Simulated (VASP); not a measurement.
Write the native input for VASP 6.6.1 that does the following.

| Quantity | Value |
| --- | --- |
| Task | single point |
| Functional | PBE |
| Potentials or basis | VASP PAW PBE potentials, release 64 (Sr_sv, Cl) |
| Cutoff | 520 eV |
| k mesh | 4 × 4 × 4 |
| Occupations | gaussian, width 0.1 eV |
| Spin | no spin polarisation |
| Dipole correction | no |
| Further INCAR settings | ALGO = Normal; EDIFF = 1e-06; NBANDS = 19 |

The structure of SrCl2 lies in POSCAR:

```
SrCl2
1.0
    4.9898028300      0.0000000000      0.0000000000
    0.0000000000      4.9898028300      0.0000000000
    0.0000000000      0.0000000000      4.1703674800
Sr Cl
1 2
Direct
    0.5000000000      0.5000000000      0.0000000000
    0.5000000000      0.0000000000      0.0000000000
    0.0000000000      0.5000000000      0.0000000000
```

The input as run:

INCAR

```
PREC = Accurate ; ENCUT = 520
EDIFF = 1E-6 ; ISMEAR = 0
SIGMA = 0.1 ; LREAL = F
LASPH = T ; NELM = 60
ALGO = Normal ; ISIF = 2
LWAVE = F ; LCHARG = F
GGA = PE ; NBANDS = 19
```

KPOINTS

```
Automatic mesh
0
Gamma
  4 4 4
```

Potentials or basis: VASP PAW PBE potentials, release 64 (Sr_sv, Cl).

Launch:

```console
$ cat potpaw_PBE.64/Sr_sv/POTCAR potpaw_PBE.64/Cl/POTCAR > POTCAR
$ mpirun -np 1 vasp_std > vasp.out
```

It gave:

```yaml
Pressure: 13.8 GPa
Band_gap_on_the_k_mesh: 3.06 eV, indirect (least direct gap 3.36 eV)
```

It took 18 s on 1 thread of Intel(R) Xeon(R) Platinum 8488C (Sapphire Rapids) (shared host), peak memory 0.22 GiB.
